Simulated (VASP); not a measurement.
# HfSi2B2 (P6/mmm) in VASP: further runs, part 2 of 2

VASP 6.6.1. The steps go on from the part before.

## Step 4: Relaxation of cell and atoms, PBE

File INCAR:

```
SYSTEM = HfSi2B2
ALGO = Normal ; EDIFF = 1E-6
EDIFFG = -0.04 ; ENCUT = 600
GGA = PE ; IBRION = 2
ISIF = 3 ; ISMEAR = 0
LASPH = .True. ; LCHARG = .False.
LREAL = .False. ; LWAVE = .False.
NELM = 100 ; NSW = 90
PREC = Accurate ; SIGMA = 0.1
```

File KPOINTS:

```
k-points
0
Gamma
  6 6 4
  0 0 0
```

File POSCAR:

```
HfSi2B2
1.0
    3.4721177700      0.0000000000      0.0000000000
   -1.7360588800      3.0069421900      0.0000000000
    0.0000000000      0.0000000000      6.7785570700
Hf Si B
1 2 2
Direct
    0.0000000000      0.0000000000      0.0000000000
    0.0000000000      0.0000000000      0.6364517000
    0.0000000000      0.0000000000      0.3635483000
    0.3333333300      0.6666666700      0.0000000000
    0.6666666700      0.3333333300      0.0000000000
```

Started as:

```console
$ cat potpaw_PBE.64/Hf_pv/POTCAR potpaw_PBE.64/Si/POTCAR potpaw_PBE.64/B/POTCAR > POTCAR
$ mpirun -np 1 vasp_std > vasp.out
```

It took 2 min on 1 thread of Intel Xeon 6975P-C (Granite Rapids), shared host; peak memory 0.22 GiB.

It converged, with:

```yaml
Free_energy: -27.4917 eV
Relaxed_volume: 20.38 Å³/atom
Relaxed_cell: a = 3.931 Å, b = 3.931 Å, c = 7.613 Å, α = 90.00°, β = 90.00°, γ = 120.00°
Space_group_after_relaxing_to_0.1_Å: P6/mmm (No. 191)
Energy_gained_by_relaxing: 872.8 meV/atom
Ionic_steps: 12
Pressure_after_relaxing: 0.0 GPa
Largest_force_after_relaxing: 0.023 eV/Å
Band_gap_on_the_k_mesh: zero (bands 12 and 13 overlap by 2.87 eV)
```

Forces on the atoms (eV/Å):
```
Hf   0.000  0.000  0.000
Si   0.000  0.000  0.023
Si   0.000  0.000 -0.023
B    0.000  0.000  0.000
B    0.000  0.000  0.000
```

The path:
| step | energy change (eV) | largest force (eV/Å) | pressure (GPa) | volume (Å³) |
| --- | --- | --- | --- | --- |
| 1 | 0.0000 | 7.8391 | 56.19 | 70.77 |
| 2 | -1.9942 | 0.6302 | -7.69 | 134.60 |
| 3 | -3.6278 | 2.9995 | 4.63 | 95.79 |
| 4 | -3.6324 | 3.0115 | 5.07 | 95.24 |
| 5 | -3.6368 | 3.0183 | 5.82 | 94.37 |
| 6 | -4.2206 | 1.3488 | -3.12 | 106.21 |
| 7 | -4.2262 | 1.1631 | -3.80 | 107.56 |
| 8 | -4.3245 | 1.0568 | 0.01 | 102.78 |
| 9 | -4.3518 | 0.1723 | -1.36 | 104.17 |
| 10 | -4.3638 | 0.0472 | -0.06 | 102.00 |
| 11 | -4.3639 | 0.0435 | -0.08 | 102.03 |
| 12 | -4.3639 | 0.0229 | 0.04 | 101.89 |

Final structure:
```
CELL_PARAMETERS angstrom
3.93104 0.00000 0.00000
-1.96552 3.40438 0.00000
0.00000 0.00000 7.61319
ATOMIC_POSITIONS crystal
Hf 0.00000 0.00000 0.00000
Si 0.00000 0.00000 0.64539
Si 0.00000 0.00000 0.35461
B 0.33333 0.66667 0.00000
B 0.66667 0.33333 0.00000
```

Levels at points of the mesh, in eV from the Fermi level:
```csv
k point,band 9,band 10,band 11,band 12,band 13,band 14,band 15,band 16
"(0.00, 0.00, 0.00)",-2.92,-0.95,-0.26,1.21,1.21,1.58,1.58,4.32
"(0.50, 0.00, 0.00)",-2.59,-2.43,-2.17,-0.95,0.44,0.46,0.78,1.22
"(0.00, 0.00, 0.50)",-3.51,-0.26,0.75,0.75,1.04,1.69,3.01,3.01
"(0.50, 0.00, 0.50)",-2.14,-1.48,-1.21,-1.02,-0.17,0.35,0.44,1.66
```

Caveat: the volume moved by over 15 % at a fixed basis, so the end points are rough; spin-orbit coupling is left out, which moves the levels of the heavy elements.

## Step 5: Single point, PBE

This run uses another cell than the first one, of 20.21 Å³/atom.

File INCAR:

```
PREC = Accurate
ENCUT = 520
EDIFF = 1E-6
ISMEAR = 0
SIGMA = 0.1
LREAL = F
LASPH = T
NELM = 80
ALGO = Normal
ISIF = 2
LWAVE = F
LCHARG = F
GGA = PE
NBANDS = 20
```

File KPOINTS:

```
Automatic mesh
0
Gamma
  12 12 6
```

File POSCAR:

```
HfSi2B2
1.0
    3.9147531976      0.0000000000      0.0000000000
   -1.9573765988      3.3902757187      0.0000000000
    0.0000000000      0.0000000000      7.6140984633
Hf Si B
1 2 2
Direct
    0.0000000000      0.0000000000      0.0000000000
    0.0000000000      0.0000000000      0.6453871917
    0.0000000000      0.0000000000      0.3546128083
    0.3333333333      0.6666666667      0.0000000000
    0.6666666667      0.3333333333      0.0000000000
```

Started as:

```console
$ cat potpaw_PBE.64/Hf_pv/POTCAR potpaw_PBE.64/Si/POTCAR potpaw_PBE.64/B/POTCAR > POTCAR
$ mpirun -np 1 vasp_std > vasp.out
```

It took 81 s on 1 thread of Intel Xeon 6975P-C (Granite Rapids), shared host; peak memory 0.32 GiB.

The run converged. Its results:

```
Free energy            : -27.4993 eV
Pressure               : 0.3 GPa
Largest force          : 0.022 eV/Å
Band gap on the k mesh : zero (bands 12 and 13 overlap by 2.93 eV)
```

Forces in eV/Å, atoms in the order of the input:
```
Hf   0.000  0.000  0.000
Si   0.000  0.000 -0.022
Si   0.000  0.000  0.022
B    0.000  0.000  0.000
B    0.000  0.000  0.000
```

Stress tensor (GPa, compression positive):
```
0.42 0.00 0.00
0.00 0.42 0.00
0.00 0.00 0.14
```

Levels at points of the mesh, in eV from the Fermi level:
```csv
k point,band 9,band 10,band 11,band 12,band 13,band 14,band 15,band 16
"(0.00, 0.00, 0.00)",-2.88,-0.97,-0.23,1.32,1.32,1.63,1.63,4.08
"(0.50, 0.00, 0.00)",-2.54,-2.39,-2.20,-0.98,0.40,0.55,0.82,1.21
"(0.00, 0.00, 0.50)",-3.51,-0.23,0.84,0.84,1.06,1.73,3.06,3.06
"(0.50, 0.00, 0.50)",-2.18,-1.42,-1.21,-1.05,-0.09,0.38,0.40,1.67
```

Caveat: spin-orbit coupling is left out, which moves the levels of the heavy elements.

## Step 6: Relaxation of cell and atoms, PBE

This run uses another cell than the first one, of 20.36 Å³/atom.

File INCAR:

```
  PREC = Accurate
  ENCUT = 600
  EDIFF = 1E-7
  ISMEAR = 0
  SIGMA = 0.1
  LREAL = F
  LASPH = T
  NELM = 80
  ALGO = Normal
  ISIF = 3
  LWAVE = F
  LCHARG = F
  GGA = PE
  IBRION = 2
  NSW = 100
  EDIFFG = -0.01
```

KPOINTS is that of step 5.

File POSCAR:

```
HfSi2B2
1.0
    3.9317869676      0.0000000000      0.0000000000
   -1.9658934838      3.4050273963      0.0000000000
    0.0000000000      0.0000000000      7.6031881492
Hf Si B
1 2 2
Direct
    0.0000000000      0.0000000000      0.0000000000
    0.0000000000      0.0000000000      0.6456748968
    0.0000000000      0.0000000000      0.3543251032
    0.3333333333      0.6666666667      0.0000000000
    0.6666666667      0.3333333333      0.0000000000
```

Potentials or basis: VASP PAW PBE potentials, release 64 (Hf_pv, Si, B).

Started as:

```console
$ cat potpaw_PBE.64/Hf_pv/POTCAR potpaw_PBE.64/Si/POTCAR potpaw_PBE.64/B/POTCAR > POTCAR
$ mpirun -np 1 vasp_std > vasp.out
```

OUTCAR:

```text
PREC = Accurate
   ENCUT = 600
   EDIFF = 1E-7
   ISMEAR = 0
   LREAL = F
   LASPH = T
   NELM = 80
   ISIF = 3
   GGA = PE
   IBRION = 2
   NSW = 100
   EDIFFG = -0.01

 ion  position               nearest neighbor table
   1  0.000  0.000  0.000-   4 2.27   5 2.27   5 2.27   4 2.27   5 2.27   4 2.27   2 2.69   3 2.69

   2  0.000  0.000  0.646-   3 2.22   1 2.69
   3  0.000  0.000  0.354-   2 2.22   1 2.69
   4  0.333  0.667  0.000-   1 2.27   1 2.27   1 2.27
   5  0.667  0.333  0.000-   1 2.27   1 2.27   1 2.27

  LATTYP: Found a hexagonal cell.
 ALAT       =     3.9317869676
 C/A-ratio  =     1.9337741876

  Lattice vectors:

 A1 = (   3.9317869676,   0.0000000000,   0.0000000000)
 A2 = (  -1.9658934838,   3.4050273963,   0.0000000000)
 A3 = (   0.0000000000,   0.0000000000,   7.6031881492)

Analysis of symmetry for initial positions (statically):
=====================================================================
 Subroutine PRICEL returns:
 Original cell was already a primitive cell.

 Routine SETGRP: Setting up the symmetry group for a
 hexagonal supercell.

 Subroutine GETGRP returns: Found 24 space group operations
 (whereof 24 operations were pure point group operations)
 out of a pool of 24 trial point group operations.

The static configuration has the point symmetry D_6h.

Analysis of symmetry for dynamics (positions and initial velocities):
=====================================================================
 Subroutine PRICEL returns:
 Original cell was already a primitive cell.

 Routine SETGRP: Setting up the symmetry group for a
 hexagonal supercell.

 Subroutine GETGRP returns: Found 24 space group operations
 (whereof 24 operations were pure point group operations)
 out of a pool of 24 trial point group operations.

The dynamic configuration has the point symmetry D_6h.
[... 132 lines left out ...]
   AEXX    =    0.0000 exact exchange contribution
   IVDW    =     0    specifies the selected vdW correction
   LEPSILON=     F    determine dielectric tensor
   LRPA    =     F    only Hartree local field effects (RPA)
 conjugate gradient relaxation of ions
 non-spin polarized calculation
 Gauss-broadening in eV      SIGMA  =   0.10
  energy-cutoff  :      600.00
  volume of cell :      101.79
 maximum number of plane-waves:      3426
 NGX is ok and might be reduce to    32
   NGX = 15   NGY = 15   NGZ = 31

--------------------------------------- Ionic step        1  -------------------------------------------

 number of electron      23.9999999 magnetization

 Free energy of the ion-electron system (eV)
  ---------------------------------------------------
  ext. energy  EPLUGINS =         0.00000000
  ---------------------------------------------------
  free energy    TOTEN  =       -27.50110512 eV

  energy without entropy =      -27.48108861  energy(sigma->0) =      -27.49109687

------------------------ aborting loop because EDIFF is reached ----------------------------------------

  FORCE on cell =-STRESS in cart. coord.  units (eV):
  Direction    XX          YY          ZZ          XY          YZ          ZX
  --------------------------------------------------------------------------------------
  -------------------------------------------------------------------------------------
  Total       -0.1404761     -0.1404761      0.1147236      0.0000000     -0.0000000      0.0000000
  in kB       -2.2110917     -2.2110917      1.8057474      0.0000000     -0.0000000      0.0000000
  external PRESSURE =      -0.8721453 kB  Pullay stress =       0.0000000 kB
[... 182 lines left out ...]
--------------------------------------- Ionic step        6  -------------------------------------------

 number of electron      24.0000000 magnetization

 Free energy of the ion-electron system (eV)
  ---------------------------------------------------
  ext. energy  EPLUGINS =         0.00000000
  ---------------------------------------------------
  free energy    TOTEN  =       -27.50160543 eV

  energy without entropy =      -27.48205491  energy(sigma->0) =      -27.49183017

 E-fermi :   3.2138     XC(G=0):  -9.2291

 val. band max:        3.2111068475   @ k =   0.4167   0.0833   0.0000
 cond. band min:       3.2150303231   @ k =   0.2500   0.1667   0.0000
 fundamental gap:      0.0039234756
 Fermi energy:         3.2138351914

 k-point     1 :       0.0000    0.0000    0.0000
  band No.  band energies     occupation
      1     -26.9417      2.00000
      2     -26.9417      2.00000
      3     -26.8083      2.00000
      4      -7.4285      2.00000
      5      -5.7481      2.00000
      6      -2.9593      2.00000
[... 433 lines left out ...]
      3     -26.7986      2.00000
      4      -5.9508      2.00000
      5      -5.0574      2.00000
      6      -3.0135      2.00000
[... 8 lines left out ...]
     15       4.4953      0.00000
     16       5.1235      0.00000

 [... further k-points ...]

------------------------ aborting loop because EDIFF is reached ----------------------------------------

  FORCE on cell =-STRESS in cart. coord.  units (eV):
  Direction    XX          YY          ZZ          XY          YZ          ZX
  --------------------------------------------------------------------------------------
  -------------------------------------------------------------------------------------
  Total        0.0080475      0.0080475      0.0038721      0.0000000      0.0000000      0.0000000
  in kB        0.1269083      0.1269083      0.0610622      0.0000000      0.0000000      0.0000000
  external PRESSURE =       0.1049596 kB  Pullay stress =       0.0000000 kB
[... 20 lines left out ...]
  FREE ENERGIE OF THE ION-ELECTRON SYSTEM (eV)
  ---------------------------------------------------
  free  energy   TOTEN  =       -27.5016054274 eV

  energy  without entropy=      -27.4820549092  energy(sigma->0) =      -27.49183017

 reached required accuracy - stopping structural energy minimisation
```

It took 3.1 min on 1 thread of Intel Xeon 6975P-C (Granite Rapids), shared host; peak memory 0.37 GiB.

Results:

```yaml
Free_energy: -27.5016 eV
Relaxed_volume: 20.32 Å³/atom
Relaxed_cell: a = 3.924 Å, b = 3.924 Å, c = 7.618 Å, α = 90.00°, β = 90.00°, γ = 120.00°
Space_group_after_relaxing_to_0.1_Å: P6/mmm (No. 191)
Energy_gained_by_relaxing: 0.1 meV/atom
Ionic_steps: 6
Pressure_after_relaxing: 0.0 GPa
Band_gap_on_the_k_mesh: zero (bands 12 and 13 overlap by 2.89 eV)
```

The path:
| step | energy change (eV) | largest force (eV/Å) | pressure (GPa) | volume (Å³) |
| --- | --- | --- | --- | --- |
| 1 | 0.0000 | 0.0470 | -0.09 | 101.79 |
| 2 | -0.0005 | 0.0050 | 0.00 | 101.63 |
| 3 | -0.0005 | 0.0107 | 0.04 | 101.57 |
| 4 | -0.0005 | 0.0114 | 0.04 | 101.56 |
| 5 | -0.0005 | 0.0106 | -0.02 | 101.63 |
| 6 | -0.0005 | 0.0002 | 0.01 | 101.60 |

Final structure:
```
CELL_PARAMETERS angstrom
3.92434 0.00000 0.00000
-1.96217 3.39858 0.00000
0.00000 0.00000 7.61757
ATOMIC_POSITIONS crystal
Hf 0.00000 0.00000 0.00000
Si 0.00000 0.00000 0.64529
Si 0.00000 0.00000 0.35471
B 0.33333 0.66667 0.00000
B 0.66667 0.33333 0.00000
```

Caveat: spin-orbit coupling is left out, which moves the levels of the heavy elements.

## Step 7: The runs side by side

| task | cell | k mesh | cutoff (eV) | gap on the mesh (eV) | pressure (GPa) | relaxed volume (Å³/atom) | largest force (eV/Å) |
| --- | --- | --- | --- | --- | --- | --- | --- |
| single point | a = 3.472, b = 3.472, c = 6.779 Å, angles 90.0, 90.0, 120.0°, 5 atoms, atomic positions A | 6 × 6 × 4 | 520 | none | 56.2 | - | 7.84 |
| single point | a = 3.932, b = 3.932, c = 7.603 Å, angles 90.0, 90.0, 120.0°, 5 atoms, atomic positions B | 6 × 6 × 4 | 520 | none | 0.1 | - | 0.02 |
| relaxation of cell and atoms | relaxed from a = 3.472, b = 3.472, c = 6.779 Å, angles 90.0, 90.0, 120.0°, 5 atoms, atomic positions A | 6 × 6 × 4 | 600 | none | 0.0 | 20.38 | 0.02 |
| single point | a = 3.915, b = 3.915, c = 7.614 Å, angles 90.0, 90.0, 120.0°, 5 atoms, atomic positions B | 12 × 12 × 6 | 520 | none | 0.3 | - | 0.02 |
| relaxation of cell and atoms | relaxed from a = 3.932, b = 3.932, c = 7.603 Å, angles 90.0, 90.0, 120.0°, 5 atoms, atomic positions B | 12 × 12 × 6 | 600 | none | 0.0 | 20.32 | - |

Alike in all rows: level PBE; potentials or basis VASP PAW PBE potentials, release 64 (Hf_pv, Si, B); no spin polarisation; smearing gaussian 0.1 eV.

Caveats: spin-orbit coupling is left out, which moves the levels of the heavy elements; the cell stands under pressure (at least some runs); forces of over 1 eV/Å act on the atoms, so gaps and moduli don't describe the material at rest (at least some runs); the volume moved by over 15 % at a fixed basis, so the end points are rough (at least some runs).

Total energies depend on the potentials used, so only differences within one code and one set of settings carry meaning.
